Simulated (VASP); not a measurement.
# CdS (P3m1) in VASP: a series of runs

CdS is run at these levels: PBE; tasks: single point.

All numbers are computed with VASP 6.6.1; they aren't measurements. Logs are shortened: lines on timing, memory, paths and dates and some standing lists are left out, and cuts for length are marked.

**1. The cell of the first run**

Symmetry: P3m1, No. 156, trigonal system. Conventional cell: a = 4.149 Å, b = 4.149 Å, c = 5.478 Å, α = 90.00°, β = 90.00°, γ = 120.00°. Within 3.2 Å of Cd (site symmetry 3m) lie 3 S at 2.40 Å. S (site symmetry 3m) has 3 Cd at 2.40 Å within 3.2 Å.

**2. Single point, PBE (strained)**

Contents of INCAR:

```
PREC = Accurate ; ENCUT = 630
EDIFF = 1E-6 ; ISMEAR = 0
SIGMA = 0.02 ; LREAL = False
LASPH = True ; NELM = 120
ALGO = Normal ; ISIF = 2
LWAVE = False ; LCHARG = True
GGA = PE ; LELF = True
LVHAR = True ; NBANDS = 20
GGA_COMPAT = False
```

Contents of KPOINTS:

```
Automatic mesh
0
Gamma
  9 9 6
```

Contents of POSCAR:

```
CdS
1.0
    4.1493991094      0.0000000000      0.0000000000
   -2.0746995548      3.5934850392      0.0000000000
    0.0000000000      0.0000000000      5.4778042956
Cd S
1 1
Direct
    0.0000000000      0.0000000000      0.4375232249
    0.6666666700      0.3333333300      0.4394767751
```

Potentials or basis: VASP PAW PBE potentials, release 64 (Cd_sv_GW, S).

Run with:

```console
$ cat potpaw_PBE.64/Cd_sv_GW/POTCAR potpaw_PBE.64/S/POTCAR > POTCAR
$ mpirun -np 1 vasp_std > vasp.out
```

OUTCAR:

```text
PREC = Accurate
   ENCUT = 630
   EDIFF = 1E-6
   ISMEAR = 0
   LREAL = False
   LASPH = True
   NELM = 120
   ISIF = 2
   GGA = PE

 ion  position               nearest neighbor table
   1  0.000  0.000  0.438-   2 2.40   2 2.40   2 2.40
   2  0.667  0.333  0.439-   1 2.40   1 2.40   1 2.40

  LATTYP: Found a hexagonal cell.
 ALAT       =     4.1493991094
 C/A-ratio  =     1.3201439898

  Lattice vectors:

 A1 = (   4.1493991094,   0.0000000000,   0.0000000000)
 A2 = (  -2.0746995548,   3.5934850392,   0.0000000000)
 A3 = (   0.0000000000,   0.0000000000,   5.4778042956)

Analysis of symmetry for initial positions (statically):
=====================================================================
 Subroutine PRICEL returns:
 Original cell was already a primitive cell.

 Routine SETGRP: Setting up the symmetry group for a
 hexagonal supercell.

 Subroutine GETGRP returns: Found  6 space group operations
 (whereof  6 operations were pure point group operations)
 out of a pool of 24 trial point group operations.

The static configuration has the point symmetry C_3v.

Analysis of symmetry for dynamics (positions and initial velocities):
=====================================================================
 Subroutine PRICEL returns:
 Original cell was already a primitive cell.

 Routine SETGRP: Setting up the symmetry group for a
 hexagonal supercell.

 Subroutine GETGRP returns: Found  6 space group operations
 (whereof  6 operations were pure point group operations)
 out of a pool of 24 trial point group operations.

The dynamic configuration has the point symmetry C_3v.

 Subroutine INISYM returns: Found  6 space group operations
 (whereof  6 operations are pure point group operations),
 and found     1 'primitive' translations

----------------------------------------------------------------------------------------

                                     Primitive cell

  volume of cell :      81.6785

  direct lattice vectors                    reciprocal lattice vectors
     4.149399109  0.000000000  0.000000000     0.240998750  0.139140693  0.000000000
    -2.074699555  3.593485039  0.000000000     0.000000000  0.278281387  0.000000000
     0.000000000  0.000000000  5.477804296     0.000000000  0.000000000  0.182554897

  length of vectors
     4.149399109  4.149399109  5.477804296     0.278281387  0.278281387  0.182554897

  position of ions in fractional coordinates (direct lattice)
     0.000000000  0.000000000  0.437523225
[... 70 lines left out ...]
   ISTART =      0    job   : 0-new  1-cont  2-samecut
   ICHARG =      2    charge: 1-file 2-atom 10-const
   ISPIN  =      1    spin polarized calculation?
   LNONCOLLINEAR =      F non collinear calculations
   LSORBIT =      F    spin-orbit coupling
   LASPH  =      T    aspherical Exc in radial PAW
   ENCUT  =  630.0 eV  46.30 Ry    6.80 a.u.   8.49  8.49 11.21*2*pi/ulx,y,z
   NELM   =    120;   NELMIN=  2; NELMDL= -5     # of ELM steps
   EDIFF  = 0.1E-05   stopping-criterion for ELM
   LREAL  =      F    real-space projection
[... 7 lines left out ...]
   TEBEG  =    0.0;   TEEND  =   0.0 temperature during run
   PSTRESS=    0.0 pullay stress
   NELECT =      26.0000    total number of electrons
   NUPDOWN=      -1.0000    fix difference up-down
   EMIN   =  10.00;   EMAX   =-10.00  energy-range for DOS
   EFERMI =   0.00;   METHOD = LEGACY
   ISMEAR =     0;   SIGMA  =   0.02  broadening in eV -4-tet -1-fermi 0-gaus
   EFERMI_NEDOS =   21; number of points for ismear=-14 and -15
   IALGO  =     38    algorithm
   IMIX   =      4    mixing-type and parameters
     AMIX     =   0.40;   BMIX     =  1.00
     AMIX_MAG =   1.60;   BMIX_MAG =  1.00
  volume/ion in A,a.u.               =      40.84       275.60
  Fermi-wavevector in a.u.,A,eV,Ry     =   1.117798  2.112332 17.000111  1.249473
  Thomas-Fermi vector in A             =   2.254424
   LORBIT       =      0    0 simple, 1 ext, 2 COOP (PROOUT), +10 PAW based schemes
   GGA     = PE    functional components
   LHFCALC =     F    Hartree Fock is set to
   AEXX    =    0.0000 exact exchange contribution
   IVDW    =     0    specifies the selected vdW correction
   LEPSILON=     F    determine dielectric tensor
   LRPA    =     F    only Hartree local field effects (RPA)
 non-spin polarized calculation
 Gauss-broadening in eV      SIGMA  =   0.02
  energy-cutoff  :      630.00
  volume of cell :       81.68
 maximum number of plane-waves:      2960
 NGX is ok and might be reduce to    36
   NGX = 17   NGY = 17   NGZ = 23

 number of electron      25.9999996 magnetization

 Free energy of the ion-electron system (eV)
  ---------------------------------------------------
  ext. energy  EPLUGINS =         0.00000000
  ---------------------------------------------------
  free energy    TOTEN  =        -5.68522171 eV

  energy without entropy =       -5.68522171  energy(sigma->0) =       -5.68522171

 E-fermi :  -0.3656     XC(G=0):  -6.6202

 val. band max:       -0.5814602089   @ k =   0.0000   0.0000   0.5000
 cond. band min:       0.9865360034   @ k =   0.0000   0.0000   0.0000
 fundamental gap:      1.5679962123
 Fermi energy:        -0.3656220560

 k-point     1 :       0.0000    0.0000    0.0000
  band No.  band energies     occupation
      1    -102.0193      2.00000
      2     -63.1348      2.00000
      3     -63.0514      2.00000
      4     -63.0514      2.00000
      5     -12.6526      2.00000
      6      -8.5404      2.00000
[... 541 lines left out ...]
     19       9.2576      0.00000
     20      10.8254      0.00000

 [... further k-points ...]

------------------------ aborting loop because EDIFF is reached ----------------------------------------

  FORCE on cell =-STRESS in cart. coord.  units (eV):
  Direction    XX          YY          ZZ          XY          YZ          ZX
  --------------------------------------------------------------------------------------
  -------------------------------------------------------------------------------------
  Total        1.8171315      1.8171315     -0.0272786     -0.0000000      0.0000000      0.0000000
  in kB       35.6442414     35.6442414     -0.5350887     -0.0000000      0.0000000      0.0000000
  external PRESSURE =      23.5844647 kB  Pullay stress =       0.0000000 kB

 VOLUME and BASIS-vectors are now :
 -----------------------------------------------------------------------------
  energy-cutoff  :      630.00
  volume of cell :       81.68
      direct lattice vectors                 reciprocal lattice vectors
     4.149399109  0.000000000  0.000000000     0.240998750  0.139140693  0.000000000
    -2.074699555  3.593485039  0.000000000     0.000000000  0.278281387  0.000000000
     0.000000000  0.000000000  5.477804296     0.000000000  0.000000000  0.182554897

 POSITION                                       TOTAL-FORCE (eV/Angst)
 -----------------------------------------------------------------------------------
      0.00000      0.00000      2.39667        -0.000000      0.000000     -0.004150
      2.07470      1.19783      2.40737         0.000000      0.000000      0.004150
 -----------------------------------------------------------------------------------
    total drift:                               -0.000007      0.000004     -0.000094

  FREE ENERGIE OF THE ION-ELECTRON SYSTEM (eV)
  ---------------------------------------------------
  free  energy   TOTEN  =        -5.6852217109 eV

  energy  without entropy=       -5.6852217109  energy(sigma->0) =       -5.68522171
```

stdout:

```text
POSCAR found type information on POSCAR CdS
 POSCAR found :  2 types and       2 ions
 scaLAPACK will be used
 LDA part: xc-table for (Slater+PW92), standard interpolation
 POSCAR, INCAR and KPOINTS ok, starting setup
 FFT: planning ... GRIDC
 FFT: planning ... GRID_SOFT
 FFT: planning ... GRID
 WAVECAR not read
 entering main loop
```

Wall time 58 s (1 thread of Intel Xeon 6975P-C (Granite Rapids), shared host); peak memory 0.34 GiB.

What came out:

| Quantity | Value |
| --- | --- |
| Free energy | -5.6852 eV |
| Pressure | 2.4 GPa |
| Largest force | 0.004 eV/Å |
| Band gap on the k mesh | 1.57 eV (least direct gap 1.58 eV) |

Forces in eV/Å, atoms in the order of the input:
```
Cd   0.000  0.000 -0.004
S    0.000  0.000  0.004
```

Caveat: the cell differs from its parent crystal (strained). A k mesh can miss the band edges.

**3. Single point, PBE (strained)**

Contents of INCAR:

```
SYSTEM = CdS
PREC     = Accurate       ! precision mode
ENCUT    = 630            ! plane-wave cutoff, eV
EDIFF    = 1E-6           ! SCF threshold, eV
ISMEAR   = 0              ! smearing method
SIGMA    = 0.02           ! smearing width, eV
LREAL    = .FALSE.        ! projectors in reciprocal space
LASPH    = .TRUE.         ! aspherical terms in the spheres
NELM     = 120            ! most SCF steps
ALGO     = Normal         ! electronic algorithm
ISIF     = 2              ! what is computed and relaxed
LWAVE    = .FALSE.        ! write WAVECAR
LCHARG   = .TRUE.         ! write CHGCAR
GGA      = PE             ! functional
LELF     = .TRUE.         ! ELF
LVHAR    = .TRUE.       
NBANDS   = 20             ! bands
GGA_COMPAT= .FALSE.
```

Contents of KPOINTS:

```
regular mesh
0
G
  9 9 6
  0 0 0
```

Contents of POSCAR:

```
CdS
1.0
    4.2182596100      0.0000000000      0.0000000000
   -2.1091298050      3.6531199820      0.0000000000
    0.0000000000      0.0000000000      5.8327875126
Cd S
1 1
Direct
    0.0000000000      0.0000000000      0.4323545299
    0.6666666700      0.3333333300      0.4446454701
```

Potentials or basis: VASP PAW PBE potentials, release 64 (Cd_sv_GW, S).

Run with:

```console
$ cat potpaw_PBE.64/Cd_sv_GW/POTCAR potpaw_PBE.64/S/POTCAR > POTCAR
$ mpirun -np 1 vasp_std > vasp.out
```

OUTCAR:

```text
SYSTEM = CdS
   PREC = Accurate
   ENCUT = 630
   EDIFF = 1E-6
   ISMEAR = 0
   LREAL = .FALSE.
   LASPH = .TRUE.
   NELM = 120
   ISIF = 2
   GGA = PE

 ion  position               nearest neighbor table
   1  0.000  0.000  0.432-   2 2.44   2 2.44   2 2.44
   2  0.667  0.333  0.445-   1 2.44   1 2.44   1 2.44

  LATTYP: Found a hexagonal cell.
 ALAT       =     4.2182596100
 C/A-ratio  =     1.3827474010

  Lattice vectors:

 A1 = (   4.2182596100,   0.0000000000,   0.0000000000)
 A2 = (  -2.1091298050,   3.6531199820,   0.0000000000)
 A3 = (   0.0000000000,   0.0000000000,   5.8327875126)

Analysis of symmetry for initial positions (statically):
=====================================================================
 Subroutine PRICEL returns:
 Original cell was already a primitive cell.

 Routine SETGRP: Setting up the symmetry group for a
 hexagonal supercell.

 Subroutine GETGRP returns: Found  6 space group operations
 (whereof  6 operations were pure point group operations)
 out of a pool of 24 trial point group operations.

The static configuration has the point symmetry C_3v.

[... 157 lines left out ...]
  free energy    TOTEN  =        -5.72511196 eV

  energy without entropy =       -5.72511196  energy(sigma->0) =       -5.72511196

 E-fermi :  -0.8522     XC(G=0):  -6.2389

 val. band max:       -1.1453767151   @ k =   0.0000   0.0000   0.5000
 cond. band min:       0.3845115160   @ k =   0.0000   0.0000   0.0000
 fundamental gap:      1.5298882311
 Fermi energy:        -0.8521589064

 k-point     1 :       0.0000    0.0000    0.0000
  band No.  band energies     occupation
      1    -102.4783      2.00000
      2     -63.5984      2.00000
      3     -63.5068      2.00000
      4     -63.5068      2.00000
      5     -12.9194      2.00000
      6      -8.8954      2.00000
[... 541 lines left out ...]
     19       8.6202      0.00000
     20       9.9753      0.00000

 [... further k-points ...]

------------------------ aborting loop because EDIFF is reached ----------------------------------------

  FORCE on cell =-STRESS in cart. coord.  units (eV):
  Direction    XX          YY          ZZ          XY          YZ          ZX
  --------------------------------------------------------------------------------------
  -------------------------------------------------------------------------------------
  Total        0.4789315      0.4789315     -0.0426277      0.0000000      0.0000000      0.0000000
  in kB        8.5371039      8.5371039     -0.7598519      0.0000000      0.0000000      0.0000000
  external PRESSURE =       5.4381186 kB  Pullay stress =       0.0000000 kB

 VOLUME and BASIS-vectors are now :
 -----------------------------------------------------------------------------
  energy-cutoff  :      630.00
  volume of cell :       89.88
      direct lattice vectors                 reciprocal lattice vectors
     4.218259610  0.000000000  0.000000000     0.237064594  0.136869307  0.000000000
    -2.109129805  3.653119982  0.000000000     0.000000000  0.273738614  0.000000000
     0.000000000  0.000000000  5.832787513     0.000000000  0.000000000  0.171444613

 POSITION                                       TOTAL-FORCE (eV/Angst)
 -----------------------------------------------------------------------------------
      0.00000      0.00000      2.52183         0.000000      0.000000     -0.003036
      2.10913      1.21771      2.59352        -0.000000     -0.000000      0.003036
 -----------------------------------------------------------------------------------
    total drift:                               -0.000007      0.000004     -0.000281

  FREE ENERGIE OF THE ION-ELECTRON SYSTEM (eV)
  ---------------------------------------------------
  free  energy   TOTEN  =        -5.7251119628 eV

  energy  without entropy=       -5.7251119628  energy(sigma->0) =       -5.72511196
```

OSZICAR:

```text
N       E                     dE             d eps       ncg     rms          rms(c)
DAV:   1     0.390755577412E+03    0.39076E+03   -0.16996E+04  2992   0.148E+03
DAV:   2     0.428921978293E+02   -0.34786E+03   -0.31299E+03  2508   0.540E+02
DAV:   3    -0.406240234778E+01   -0.46955E+02   -0.46367E+02  3712   0.211E+02
DAV:   4    -0.640993673686E+01   -0.23475E+01   -0.23446E+01  3380   0.535E+01
DAV:   5    -0.650733348194E+01   -0.97397E-01   -0.97386E-01  3800   0.106E+01    0.210E+01
DAV:   6    -0.575747163568E+01    0.74986E+00   -0.18900E+00  4272   0.217E+01    0.158E+01
DAV:   7    -0.574959894843E+01    0.78727E-02   -0.82066E-01  3900   0.738E+00    0.353E+00
DAV:   8    -0.572423043505E+01    0.25369E-01   -0.14400E-01  3892   0.300E+00    0.528E-01
DAV:   9    -0.572477735093E+01   -0.54692E-03   -0.85994E-03  3556   0.142E+00    0.139E-01
DAV:  10    -0.572495277223E+01   -0.17542E-03   -0.24536E-04  3332   0.134E-01    0.883E-02
DAV:  11    -0.572510948933E+01   -0.15672E-03   -0.17811E-04  3304   0.135E-01    0.320E-02
DAV:  12    -0.572510919782E+01    0.29152E-06   -0.13268E-05  3828   0.658E-02    0.861E-03
DAV:  13    -0.572511200298E+01   -0.28052E-05   -0.34357E-06  2320   0.180E-02    0.776E-03
DAV:  14    -0.572511196281E+01    0.40174E-07   -0.23288E-07  2104   0.128E-02
   1 F= -.57251120E+01 E0= -.57251120E+01  d E =-.314689E-97
```

stdout:

```text
POSCAR found type information on POSCAR CdS
 POSCAR found :  2 types and       2 ions
 scaLAPACK will be used
 LDA part: xc-table for (Slater+PW92), standard interpolation
 POSCAR, INCAR and KPOINTS ok, starting setup
 FFT: planning ... GRIDC
 FFT: planning ... GRID_SOFT
 FFT: planning ... GRID
 WAVECAR not read
 entering main loop
```

Run time: 62 s. Hardware: 1 thread of Intel Xeon 6975P-C (Granite Rapids), shared host; peak memory 0.36 GiB.

Results:

- Free energy: -5.7251 eV
- Pressure: 0.5 GPa
- Largest force: 0.003 eV/Å
- Band gap on the k mesh: 1.53 eV

Forces in eV/Å, atoms in the order of the input:
```
Cd   0.000  0.000 -0.003
S    0.000  0.000  0.003
```

Caveat: the cell differs from its parent crystal (strained). A k mesh can miss the band edges.
